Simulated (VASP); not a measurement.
A run of VASP 6.6.1:

File INCAR:

```
SYSTEM = AlNi4Bi
  ALGO = Fast
  EDIFF = 1E-6
  ENCUT = 520
  GGA = PS
  ISIF = 2
  ISMEAR = 0
  LASPH = .TRUE.
  LCHARG = .FALSE.
  LREAL = .FALSE.
  LWAVE = .FALSE.
  NBANDS = 38
  NELM = 100
  PREC = Accurate
  SIGMA = 0.1
```

The input KPOINTS:

```
k-points
0
G
  6 6 6
  0 0 0
```

POSCAR

```
AlNi4Bi
1.0
    2.4674658007     -4.0953354850      0.0000000000
    2.4674658007      4.0953354850      0.0000000000
    0.0000000000      0.0000000000      4.0684483766
Al Bi Ni
1 1 4
Direct
    0.0000000000      0.0000000000      0.5000000000
    0.5000000000      0.5000000000      0.0000000000
    0.1708177751      0.8291822249      0.0000000000
    0.8291822249      0.1708177751      0.0000000000
    0.0000000000      0.5000000000      0.5000000000
    0.5000000000      0.0000000000      0.5000000000
```

Potentials or basis: VASP PAW PBE potentials, release 64 (Al, Bi_d, Ni).

The run is started by

```console
$ cat potpaw_PBE.64/Al/POTCAR potpaw_PBE.64/Bi_d/POTCAR potpaw_PBE.64/Ni/POTCAR > POTCAR
$ mpirun -np 1 vasp_std > vasp.out
```

Hardware: 1 thread of AMD EPYC 9755 128-Core Processor, with other jobs on the host.

Q: Estimate the wall time of this run.

A: It took 3.5 min on 1 thread of AMD EPYC 9755 128-Core Processor, on a shared host, peak memory 0.25 GiB. Counts: scf iterations 17, k points 52.
